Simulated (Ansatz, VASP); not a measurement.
## BaTiO3: VASP beside Ansatz

```xyz
5
Lattice="2.8274 1.6324 2.3184 -2.8274 1.6324 2.3184 0.0000 -3.2648 2.3184" Properties=species:S:1:pos:R:3 pbc="T T T"
Ba    0.0000    0.0000    0.0000
Ti    0.0000    0.0000    3.3698
O     1.3885   -0.8017    2.3988
O    -1.3885   -0.8017    2.3988
O     0.0000    1.6033    2.3988
```

Alike in both runs: task relaxation of cell and atoms; functional PBEsol; k mesh 7 × 7 × 7; occupations fermi-dirac, width 0.05 eV; no spin polarisation; Hubbard terms Ti d U = 3.0 eV.

|  | VASP | Ansatz |
| --- | --- | --- |
| version | VASP 6.6.1 | Ansatz 0.2.0 |
| potentials or method | VASP PAW PBE potentials, release 64 (Ba_sv, Ti_sv, O) | Ansatz PAW |
| plane-wave cutoff (eV) | 600 | 420 |
| valence electrons in the cell | 40 | 40 |

Ansatz gave:

```
gap on the k mesh at the Fermi level, each at its own relaxed structure (eV) : 2.37
relaxed volume (Å³/atom)                                                     : 12.65
relaxed length of the cell vector where the two differ most in proportion (Å)              : 3.984
```

Q: Which values does VASP return?

A: gap on the k mesh at the Fermi level, each at its own relaxed structure (eV): 2.10; relaxed volume (Å³/atom): 12.81; relaxed length of the cell vector where the two differ most in proportion (Å): 4.001.

VASP's potentials were made for PBE, not for PBEsol. The programs project onto different local orbitals, so the same U acts differently, and such runs can settle in different states.

Neither program's run includes spin-orbit coupling. Noted on Ansatz's run: odd divisions of the mesh miss points on the zone boundary, where band edges often lie, so the gap on the mesh can be too wide; the plane-wave basis is chosen anew once the cell has moved, so the energies of steps on either side of that aren't comparable.
